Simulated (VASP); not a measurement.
# W2Br3 in VASP: further runs

The runs below take W2Br3 through single point, relaxation of cell and atoms, with PBE.

Program: VASP 6.6.1. These are calculated values, not measurements. Logs are shortened: lines on timing, memory, paths and dates and some standing lists are left out, and cuts for length are marked.

### 1 The cell of the first run

The structure is monoclinic, space group C2 (No. 5). The conventional cell has a = 10.208 Å, b = 7.338 Å, c = 3.483 Å, α = 90.00°, β = 98.85°, γ = 90.00°. W (site symmetry 1) has 2 W at 2.40 to 2.52 Å and 3 Br at 2.54 to 2.76 Å within 3.2 Å. Within 3.7 Å of Br (site symmetry 2) lie 4 W at 2.58 to 3.53 Å and 8 Br at 3.48 to 3.70 Å. Br (site symmetry 1) has 2 W at 2.54 to 2.76 Å and 3 Br at 3.48 to 3.50 Å within 3.5 Å.

### 2 Single point, PBE

INCAR reads:

```
PREC     = Accurate       # precision mode
ENCUT    = 520            # plane-wave cutoff, eV
EDIFF    = 1E-7           # SCF threshold, eV
ISMEAR   = 0              # smearing method
SIGMA    = 0.1            # smearing width, eV
LREAL    = F              # projectors in reciprocal space
LASPH    = T              # aspherical terms in the spheres
NELM     = 100            # most SCF steps
ALGO     = Normal         # electronic algorithm
ISIF     = 2              # what is computed and relaxed
LWAVE    = F              # write WAVECAR
LCHARG   = T              # write CHGCAR
GGA      = PE             # functional
LELF     = T              # ELF
LVHAR    = T            
NBANDS   = 32             # bands
```

KPOINTS reads:

```
Automatic mesh
0
Gamma
  4 4 6
```

POSCAR reads:

```
W2Br3
1.0
    5.1037336425     -3.6690392747     -0.0140423012
    5.1037336425      3.6690392747     -0.0140423012
   -0.5263260764      0.0000000000      3.4425392618
W Br
2 3
Direct
    0.8785464708      0.9491652086      0.1987840556
    0.0508347914      0.1214535292      0.8012159444
    0.2718590351      0.7281409649      0.5000000000
    0.8388289866      0.5405427137      0.8581059462
    0.4594572863      0.1611710134      0.1418940538
```

Potentials or basis: VASP PAW PBE potentials, release 64 (W_sv, Br).

Command:

```bash
$ cat potpaw_PBE.64/W_sv/POTCAR potpaw_PBE.64/Br/POTCAR > POTCAR
$ mpirun -np 1 vasp_std > vasp.out
```

OUTCAR:

```text
PREC = Accurate
   ENCUT = 520
   EDIFF = 1E-7
   ISMEAR = 0
   LREAL = F
   LASPH = T
   NELM = 100
   ISIF = 2
   GGA = PE

 ion  position               nearest neighbor table
   1  0.879  0.949  0.199-   2 2.40   2 2.52   5 2.54   3 2.58   4 2.76
   2  0.051  0.121  0.801-   1 2.40   1 2.52   4 2.54   3 2.58   5 2.76
   3  0.272  0.728  0.500-   1 2.58   2 2.58
   4  0.839  0.541  0.858-   2 2.54   1 2.76
   5  0.459  0.161  0.142-   1 2.54   2 2.76

  LATTYP: Found a base centered monoclinic cell.
 ALAT       =    10.2075059206
 B/A-ratio  =     0.7188904524
 C/A-ratio  =     0.3411745813
 COS(beta)  =    -0.1538519402

  Lattice vectors:

 A1 = (   5.1037336425,  -3.6690392747,  -0.0140423012)
 A2 = (   5.1037336425,   3.6690392747,  -0.0140423012)
 A3 = (  -0.5263260764,   0.0000000000,   3.4425392618)

Analysis of symmetry for initial positions (statically):
=====================================================================
 Subroutine PRICEL returns:
 Original cell was already a primitive cell.

 Routine SETGRP: Setting up the symmetry group for a
 base centered monoclinic supercell.

 Subroutine GETGRP returns: Found  2 space group operations
 (whereof  2 operations were pure point group operations)
 out of a pool of  4 trial point group operations.

The static configuration has the point symmetry C_2 .

Analysis of symmetry for dynamics (positions and initial velocities):
=====================================================================
 Subroutine PRICEL returns:
 Original cell was already a primitive cell.

 Routine SETGRP: Setting up the symmetry group for a
 base centered monoclinic supercell.

 Subroutine GETGRP returns: Found  2 space group operations
 (whereof  2 operations were pure point group operations)
 out of a pool of  4 trial point group operations.

The dynamic configuration has the point symmetry C_2 .

 Subroutine INISYM returns: Found  2 space group operations
 (whereof  2 operations are pure point group operations),
 and found     1 'primitive' translations

----------------------------------------------------------------------------------------

                                     Primitive cell

  volume of cell :     128.8744
[... 92 lines left out ...]
   LASPH  =      T    aspherical Exc in radial PAW
   ENCUT  =  520.0 eV  38.22 Ry    6.18 a.u.  11.69 11.69  6.48*2*pi/ulx,y,z
   NELM   =    100;   NELMIN=  2; NELMDL= -5     # of ELM steps
   EDIFF  = 0.1E-06   stopping-criterion for ELM
   LREAL  =      F    real-space projection
   EDIFFG = 0.1E-05   stopping-criterion for IOM
   NSW    =      0    number of steps for IOM
   IBRION =     -1    ionic relax: 0-MD 1-quasi-New 2-CG
   NFREE  =      0    steps in history (QN), initial steepest desc. (CG)
   ISIF   =      2    stress and relaxation
   ISYM   =      2    0-nonsym 1-usesym 2-fastsym
   POTIM  = 0.5000    time-step for ionic-motion
   TEBEG  =    0.0;   TEEND  =   0.0 temperature during run
   PSTRESS=    0.0 pullay stress
   NELECT =      49.0000    total number of electrons
   NUPDOWN=      -1.0000    fix difference up-down
   EMIN   =  10.00;   EMAX   =-10.00  energy-range for DOS
   EFERMI =   0.00;   METHOD = LEGACY
   ISMEAR =     0;   SIGMA  =   0.10  broadening in eV -4-tet -1-fermi 0-gaus
   EFERMI_NEDOS =   21; number of points for ismear=-14 and -15
   IALGO  =     38    algorithm
   IMIX   =      4    mixing-type and parameters
     AMIX     =   0.40;   BMIX     =  1.00
     AMIX_MAG =   1.60;   BMIX_MAG =  1.00
  volume/ion in A,a.u.               =      25.77       173.94
  Fermi-wavevector in a.u.,A,eV,Ry     =   1.186000  2.241215 19.137900  1.406596
  Thomas-Fermi vector in A             =   2.322182
   LORBIT       =      0    0 simple, 1 ext, 2 COOP (PROOUT), +10 PAW based schemes
   GGA     = PE    functional components
   LHFCALC =     F    Hartree Fock is set to
   AEXX    =    0.0000 exact exchange contribution
   IVDW    =     0    specifies the selected vdW correction
   LEPSILON=     F    determine dielectric tensor
   LRPA    =     F    only Hartree local field effects (RPA)
 non-spin polarized calculation
 Gauss-broadening in eV      SIGMA  =   0.10
  energy-cutoff  :      520.00
  volume of cell :      128.87
 maximum number of plane-waves:      3491
 NGX is ok and might be reduce to    48

 number of electron      49.0000002 magnetization

 Free energy of the ion-electron system (eV)
  ---------------------------------------------------
  ext. energy  EPLUGINS =         0.00000000
  ---------------------------------------------------
  free energy    TOTEN  =       -29.94963029 eV

  energy without entropy =      -29.92970236  energy(sigma->0) =      -29.93966633

 E-fermi :   3.9526     XC(G=0):  -9.6178

 val. band max:        3.9507674465   @ k =   0.0000   0.0000   0.1667
 cond. band min:       3.9657231298   @ k =   0.5000   0.5000   0.5000
 fundamental gap:      0.0149556833
 Fermi energy:         3.9525626156

 k-point     1 :       0.0000    0.0000    0.0000
  band No.  band energies     occupation
      1     -69.9249      2.00000
      2     -69.7151      2.00000
      3     -34.5650      2.00000
      4     -34.4083      2.00000
      5     -34.2807      2.00000
      6     -34.0656      2.00000
[... 829 lines left out ...]
     31       7.7997      0.00000
     32       9.1020      0.00000

 [... further k-points ...]

------------------------ aborting loop because EDIFF is reached ----------------------------------------

  FORCE on cell =-STRESS in cart. coord.  units (eV):
  Direction    XX          YY          ZZ          XY          YZ          ZX
  --------------------------------------------------------------------------------------
  -------------------------------------------------------------------------------------
  Total        0.2065750      0.0994227      0.1949621      0.0000000      0.0000000     -0.0732683
  in kB        2.5681579      1.2360311      2.4237855      0.0000000      0.0000000     -0.9108784
  external PRESSURE =       2.0759915 kB  Pullay stress =       0.0000000 kB

 VOLUME and BASIS-vectors are now :
 -----------------------------------------------------------------------------
  energy-cutoff  :      520.00
  volume of cell :      128.87
      direct lattice vectors                 reciprocal lattice vectors
     5.103733642 -3.669039275 -0.014042301     0.098008723 -0.136275456  0.014984447
     5.103733642  3.669039275 -0.014042301     0.098008723  0.136275456  0.014984447
    -0.526326076  0.000000000  3.442539262     0.000799566  0.000000000  0.290605497

 POSITION                                       TOTAL-FORCE (eV/Angst)
 -----------------------------------------------------------------------------------
      9.22353      0.25910      0.65866        -0.135807      0.002994      0.006915
      0.45761      0.25910      2.75580         0.135807      0.002994     -0.006915
      4.84057      1.67412      1.70723         0.000000     -0.035960      0.000000
      6.58830     -1.09442      2.93469        -0.003490      0.014985     -0.002059
      3.09284     -1.09442      0.47976         0.003490      0.014985      0.002059
 -----------------------------------------------------------------------------------
    total drift:                                0.000000     -0.000378     -0.000000

  FREE ENERGIE OF THE ION-ELECTRON SYSTEM (eV)
  ---------------------------------------------------
  free  energy   TOTEN  =       -29.9496302940 eV

  energy  without entropy=      -29.9297023576  energy(sigma->0) =      -29.93966633
```

Run time: 2.1 min. Hardware: 1 thread of Oxide Virtual Turin-like, shared host; peak memory 0.27 GiB.

Results:

```yaml
Free_energy: -29.9496 eV
Pressure: 0.2 GPa
Largest_force: 0.136 eV/Å
Band_gap_on_the_k_mesh: zero (an odd number of electrons rules out a gap without spin polarisation)
```

Forces in eV/Å, atoms in the order of the input:
```
W   -0.136  0.003  0.007
W    0.136  0.003 -0.007
Br   0.000 -0.036  0.000
Br  -0.003  0.015 -0.002
Br   0.003  0.015  0.002
```

Levels at points of the mesh, in eV from the Fermi level:
| k point | band 23 | band 24 | band 25 | band 26 | band 27 | band 28 |
| --- | --- | --- | --- | --- | --- | --- |
| (0.00, 0.00, 0.00) | -1.54 | -1.04 | -0.15 | 1.88 | 2.35 | 2.46 |
| (0.50, 0.00, 0.00) | -1.53 | -0.41 | -0.03 | 1.77 | 2.45 | 2.62 |
| (0.50, 0.50, 0.00) | -1.48 | -0.68 | 0.56 | 1.00 | 2.52 | 2.60 |
| (0.00, 0.00, 0.50) | -0.55 | 0.01 | 0.64 | 0.80 | 1.44 | 2.28 |
| (0.50, 0.00, 0.50) | -0.92 | -0.26 | 0.50 | 1.04 | 1.89 | 2.46 |
| (0.50, 0.50, 0.50) | -0.85 | -0.55 | 0.01 | 0.81 | 2.36 | 2.40 |

Caveat: spin-orbit coupling is left out, which moves the levels of the heavy elements; an odd number of electrons without spin polarisation forces a metal; a magnetic or distorted state may lie lower.

### 3 Single point, PBE

This run uses another cell than the first one: it holds 10 atoms, not 5.

INCAR reads:

```
ALGO = Normal ; EDIFF = 1E-7
ENCUT = 520 ; GGA = PE
ISIF = 2 ; ISMEAR = 0
LASPH = True ; LCHARG = True
LELF = True ; LREAL = False
LVHAR = True ; LWAVE = False
NBANDS = 60 ; NELM = 80
PREC = Accurate ; SIGMA = 0.1
```

KPOINTS reads:

```
k-points
0
Gamma
  4 4 2
```

POSCAR reads:

```
W2Br3
1.0
    6.2696657003      0.3645467793     -0.0580800056
    1.6753549815      6.0603304218     -0.2647305564
    0.8402204262      0.9507464190      6.8133683537
W Br
4 6
Direct
    0.9481316960      0.8779828637      0.3988860458
    0.9488595792      0.8780621836      0.8997408142
    0.1213753517      0.0523188479      0.1002875392
    0.1216023020      0.0508716916      0.6000550013
    0.7264615788      0.2733728690      0.2494450300
    0.7268318749      0.2724179898      0.7490098114
    0.5427000276      0.8395495943      0.5729811265
    0.5424342139      0.8397898496      0.0722014343
    0.1606314172      0.4578008905      0.4291496360
    0.1609719588      0.4578332201      0.9282435613
```

Potentials or basis: VASP PAW PBE potentials, release 64 (W_sv, Br).

Command:

```bash
$ cat potpaw_PBE.64/W_sv/POTCAR potpaw_PBE.64/Br/POTCAR > POTCAR
$ mpirun -np 1 vasp_std > vasp.out
```

Run time: 12 min. Hardware: 1 thread of Oxide Virtual Turin-like, shared host; peak memory 0.45 GiB.

The run converged. Its results:

```
Free energy            : -59.9078 eV
Pressure               : 0.1 GPa
Largest force          : 0.121 eV/Å
Band gap on the k mesh : zero (bands 49 and 50 overlap by 0.50 eV)
```

Forces on the atoms (eV/Å):
```
W   -0.073 -0.060 -0.011
W   -0.093 -0.070 -0.032
W    0.087  0.051  0.027
W    0.078  0.076  0.015
Br  -0.007  0.006 -0.006
Br  -0.004  0.013  0.009
Br  -0.005 -0.011 -0.017
Br   0.001 -0.004  0.013
Br   0.008 -0.007 -0.015
Br   0.009  0.006  0.016
```

Stress tensor (GPa, compression positive):
```
0.16 0.16 0.04
0.16 0.10 0.03
0.04 0.03 0.11
```

Levels at points of the mesh, in eV from the Fermi level:
| k point | band 47 | band 48 | band 49 | band 50 | band 51 | band 52 |
| --- | --- | --- | --- | --- | --- | --- |
| (0.00, 0.00, 0.00) | -0.59 | -0.18 | -0.04 | 0.57 | 0.79 | 1.40 |
| (0.50, 0.00, 0.00) | -0.44 | -0.32 | -0.06 | 0.47 | 0.99 | 1.73 |
| (0.00, 0.50, 0.00) | -0.44 | -0.31 | -0.07 | 0.47 | 0.98 | 1.74 |
| (0.50, 0.50, 0.00) | -0.70 | -0.61 | -0.02 | 0.51 | 0.76 | 0.95 |
| (0.00, 0.00, 0.50) | -0.68 | -0.68 | -0.08 | -0.07 | 1.66 | 1.66 |
| (0.50, 0.00, 0.50) | -0.54 | -0.54 | -0.12 | -0.12 | 1.79 | 1.79 |
| (0.00, 0.50, 0.50) | -0.54 | -0.54 | -0.13 | -0.12 | 1.79 | 1.79 |
| (0.50, 0.50, 0.50) | -0.51 | -0.51 | -0.31 | -0.30 | 1.81 | 1.82 |

Caveat: the k points lie up to 0.46 Å⁻¹ apart, too coarse for converged energies and pressures of a metal; spin-orbit coupling is left out, which moves the levels of the heavy elements.

### 4 Relaxation of cell and atoms, PBE

This run uses another cell than the first one, of 25.64 Å³/atom.

INCAR reads:

```
  PREC = Accurate
  ENCUT = 600
  EDIFF = 1E-7
  ISMEAR = 0
  SIGMA = 0.1
  LREAL = False
  LASPH = True
  NELM = 80
  ALGO = Normal
  ISIF = 3
  LWAVE = False
  LCHARG = False
  GGA = PE
  IBRION = 2
  NSW = 90
  EDIFFG = -0.04
```

KPOINTS reads:

```
Automatic mesh
0
Gamma
  4 4 6
```

POSCAR reads:

```
W2Br3
1.0
    5.1114236604     -3.6603396950      0.0000000000
    5.1114236604      3.6603396950      0.0000000000
   -0.5176918942      0.0000000000      3.4263631540
W Br
2 3
Direct
    0.8779316163      0.9484956376      0.2008578402
    0.0515043624      0.1220683837      0.7991421598
    0.2730788976      0.7269211024      0.5000000000
    0.8395788146      0.5425671207      0.8543021394
    0.4574328793      0.1604211854      0.1456978606
```

Potentials or basis: VASP PAW PBE potentials, release 64 (W_sv, Br).

Command:

```bash
$ cat potpaw_PBE.64/W_sv/POTCAR potpaw_PBE.64/Br/POTCAR > POTCAR
$ mpirun -np 1 vasp_std > vasp.out
```

OUTCAR:

```text
PREC = Accurate
   ENCUT = 600
   EDIFF = 1E-7
   ISMEAR = 0
   LREAL = False
   LASPH = True
   NELM = 80
   ISIF = 3
   GGA = PE
   IBRION = 2
   NSW = 90
   EDIFFG = -0.04

 ion  position               nearest neighbor table
   1  0.878  0.948  0.201-   2 2.41   2 2.52   5 2.54   3 2.59   4 2.76
   2  0.052  0.122  0.799-   1 2.41   1 2.52   4 2.54   3 2.59   5 2.76
   3  0.273  0.727  0.500-   1 2.59   2 2.59
   4  0.840  0.543  0.854-   2 2.54   1 2.76
   5  0.457  0.160  0.146-   1 2.54   2 2.76

  LATTYP: Found a base centered monoclinic cell.
 ALAT       =    10.2228473208
 B/A-ratio  =     0.7161096278
 C/A-ratio  =     0.3389712859
 COS(beta)  =    -0.1493951778

  Lattice vectors:

 A1 = (   5.1114236604,  -3.6603396950,   0.0000000000)
[... 345 lines left out ...]
  ---------------------------------------------------
  free energy    TOTEN  =       -29.94934847 eV

  energy without entropy =      -29.92954134  energy(sigma->0) =      -29.93944491

 E-fermi :   3.9667     XC(G=0):  -9.6284

 val. band max:        3.9643362288   @ k =   0.0000   0.0000   0.1667
 cond. band min:       3.9805218384   @ k =   0.0000   0.0000   0.5000
 fundamental gap:      0.0161856096
 Fermi energy:         3.9666887356

 k-point     1 :       0.0000    0.0000    0.0000
  band No.  band energies     occupation
      1     -69.9250      2.00000
      2     -69.7202      2.00000
      3     -34.5578      2.00000
      4     -34.3959      2.00000
      5     -34.2774      2.00000
      6     -34.0673      2.00000
[... 757 lines left out ...]
     28       6.3861      0.00000
     29       6.6923      0.00000

 [... further k-points ...]

------------------------ aborting loop because EDIFF is reached ----------------------------------------

  FORCE on cell =-STRESS in cart. coord.  units (eV):
  Direction    XX          YY          ZZ          XY          YZ          ZX
  --------------------------------------------------------------------------------------
  -------------------------------------------------------------------------------------
  Total       -0.0804471     -0.0877302     -0.0085607      0.0000000      0.0000000     -0.1065972
  in kB       -1.0013702     -1.0920275     -0.1065599      0.0000000      0.0000000     -1.3268757
  external PRESSURE =      -0.7333192 kB  Pullay stress =       0.0000000 kB
[... 20 lines left out ...]
  FREE ENERGIE OF THE ION-ELECTRON SYSTEM (eV)
  ---------------------------------------------------
  free  energy   TOTEN  =       -29.9493484712 eV

  energy  without entropy=      -29.9295413448  energy(sigma->0) =      -29.93944491

 reached required accuracy - stopping structural energy minimisation
```

OSZICAR:

```text
N       E                     dE             d eps       ncg     rms          rms(c)
DAV:   1     0.537130908919E+03    0.53713E+03   -0.28327E+04  2172   0.179E+03
DAV:   2     0.419583744037E+01   -0.53294E+03   -0.51894E+03  2385   0.454E+02
[... 44 lines left out ...]
DAV:   1    -0.299494101808E+02   -0.67899E-04   -0.24691E-03  1992   0.427E-01    0.687E-02
DAV:   2    -0.299493605540E+02    0.49627E-04   -0.18518E-04  1977   0.105E-01    0.206E-02
DAV:   3    -0.299493476903E+02    0.12864E-04   -0.36182E-05  2302   0.391E-02    0.136E-02
DAV:   4    -0.299493480644E+02   -0.37411E-06   -0.22978E-06  2449   0.988E-03    0.567E-03
DAV:   5    -0.299493483884E+02   -0.32399E-06   -0.10076E-06  2284   0.699E-03    0.208E-03
DAV:   6    -0.299493484712E+02   -0.82795E-07   -0.70453E-08  1406   0.214E-03
   5 F= -.29949348E+02 E0= -.29939445E+02  d E =-.408855E-03
```

Wall time 11 min (1 thread of Oxide Virtual Turin-like, shared host); peak memory 0.31 GiB.

What came out:

```yaml
Free_energy: -29.9493 eV
Relaxed_volume: 25.74 Å³/atom
Relaxed_cell: a = 6.288 Å, b = 6.288 Å, c = 3.477 Å, α = 96.92°, β = 96.92°, γ = 71.24°
Space_group_after_relaxing_to_0.1_Å: C2 (No. 5)
Energy_gained_by_relaxing: 0.2 meV/atom
Ionic_steps: 5
Pressure_after_relaxing: -0.1 GPa
Largest_force_after_relaxing: 0.038 eV/Å
Band_gap_on_the_k_mesh: zero (an odd number of electrons rules out a gap without spin polarisation)
```

Forces in eV/Å, atoms in the order of the input:
```
W    0.025 -0.012  0.026
W   -0.025 -0.012 -0.026
Br   0.000  0.034  0.000
Br  -0.018 -0.005  0.005
Br   0.018 -0.005 -0.005
```

Step by step:
```
step  energy change (eV)  largest force (eV/Å)  pressure (GPa)  volume (Å³)
   1              0.0000                0.1334            0.06       128.21
   2             -0.0004                0.1376            0.18       128.40
   3             -0.0007                0.0370            0.13       128.33
   4             -0.0012                0.0459           -0.10       128.76
   5             -0.0012                0.0377           -0.07       128.71
```

Final structure:
```yaml
crystal:
  lattice:
    - [5.11131, -3.66188, 0.00201]
    - [5.11131, 3.66188, 0.00201]
    - [-0.51634, 0.00000, 3.43823]
  atoms:
    - { symbol: W, position: [0.87817, 0.94897, 0.20000] }
    - { symbol: W, position: [0.05103, 0.12183, 0.80000] }
    - { symbol: Br, position: [0.27307, 0.72693, 0.50000] }
    - { symbol: Br, position: [0.83939, 0.54213, 0.85417] }
    - { symbol: Br, position: [0.45787, 0.16061, 0.14583] }
```

Caveat: spin-orbit coupling is left out, which moves the levels of the heavy elements; an odd number of electrons without spin polarisation forces a metal; a magnetic or distorted state may lie lower.

### 5 The runs side by side

| task | cell | k mesh | cutoff (eV) | gap on the mesh (eV) | pressure (GPa) | largest force (eV/Å) |
| --- | --- | --- | --- | --- | --- | --- |
| single point | a = 6.286, b = 6.286, c = 3.483 Å, angles 97.2, 97.2, 71.4°, 5 atoms, atomic positions A | 4 × 4 × 6 | 520 | none | 0.2 | 0.14 |
| single point | a = 6.281, b = 6.293, c = 6.931 Å, angles 82.9, 83.1, 71.2°, 10 atoms, atomic positions B | 4 × 4 × 2 | 520 | none | 0.1 | 0.12 |
| relaxation of cell and atoms | relaxed from a = 6.287, b = 6.287, c = 3.465 Å, angles 97.0, 97.0, 71.2°, 5 atoms, atomic positions C | 4 × 4 × 6 | 600 | none | -0.1 | 0.04 |

Alike in all rows: level PBE; potentials or basis VASP PAW PBE potentials, release 64 (W_sv, Br); no spin polarisation; smearing gaussian 0.1 eV.

Caveats: some runs use coarse meshes; spin-orbit coupling is left out, which moves the levels of the heavy elements; an odd number of electrons without spin polarisation forces a metal (at least some runs); a magnetic or distorted state may lie lower (at least some runs).

Total energies depend on the potentials used, so only differences within one code and one set of settings carry meaning.
